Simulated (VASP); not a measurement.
A run of VASP 6.6.1 is set up as follows.

File POSCAR:

```
As
1.0
    1.7950784285      1.0363890139      5.0542643309
   -1.7950784285      1.0363890139      5.0542643309
    0.0000000000     -2.0727780278      5.0542643309
As
2
Direct
    0.7883402482      0.7883402482      0.7883402482
    0.2116597518      0.2116597518      0.2116597518
```

INCAR.step1

```
ALGO = Normal
EDIFF = 1E-4
ENCUT = 520
GGA = PE
ISMEAR = 1
LASPH = True
LCHARG = False
LREAL = False
LWAVE = True
NBANDS = 12
NELM = 80
PREC = Accurate
SIGMA = 0.03
```

INCAR.step2

```
ALGO = Normal
EDIFF = 1E-6
ENCUT = 520
ISIF = 2
ISMEAR = 1
ISTART = 1
LASPH = True
LCHARG = False
LMIXTAU = True
LREAL = False
LWAVE = False
METAGGA = R2SCAN
NBANDS = 12
NELM = 80
PREC = Accurate
SIGMA = 0.03
```

File KPOINTS:

```
k-points
0
Gamma
  10 10 10
```

Potentials or basis: VASP PAW PBE potentials, release 64 (As).

Run with:

```bash
$ cat potpaw_PBE.64/As/POTCAR > POTCAR
$ cp INCAR.step1 INCAR
$ mpirun -np 1 vasp_std > vasp.out
$ cp INCAR.step2 INCAR
$ mpirun -np 1 vasp_std > vasp.out
```

Task: What does it give for the band gap on the k mesh?

Result: 0.60 eV (least direct gap 1.15 eV).

Task: Estimate the largest force.

Result: 0.062 eV/Å.

Task: Estimate the pressure.

Result: 0.1 GPa.

Stress tensor (GPa, compression positive):
```
0.07 0.00 0.00
0.00 0.07 0.00
0.00 0.00 0.27
```

Caveat: the PAW data sets were made with another functional, which shifts forces and pressure a little. A k mesh can miss the band edges.
